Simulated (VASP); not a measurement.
The system is BaS.

```
Ba S
1.0
     5.69669    0.00000    0.00000
    -2.84835    4.93348    0.00000
     0.00000    0.00000    6.75675
Ba S
2 2
Direct
  0.33333 0.66667 0.93750
  0.66667 0.33333 0.43750
  0.33333 0.66667 0.43750
  0.66667 0.33333 0.93750
```

This cell differs from its parent crystal: strain +5.8%.

Base run:

```yaml
Program: VASP 6.6.1
Functional: PBE
Potentials_or_basis: VASP PAW PBE potentials, release 64 (Ba_sv, S)
Cutoff: 520 eV
k_mesh: 6 × 6 × 4
Occupations: fermi-dirac, width 0.02 eV
Spin: no spin polarisation
```

Its results: band gap on the k mesh 2.43 eV; pressure -3.6 GPa.

Question: The run is repeated on the same cell with these changes: functional from PBE to r2SCAN; occupations from fermi-dirac, width 0.02 eV to gaussian, width 0.01 eV. What comes out?

Answer: Band gap on the k mesh 2.78 eV; pressure -3.9 GPa.

Caveats: the cell stands under tension; spin-orbit coupling is left out, which moves the levels of the heavy elements; the PAW data sets were made with another functional, which shifts forces and pressure a little (at least some runs).

A k mesh can miss the band edges.
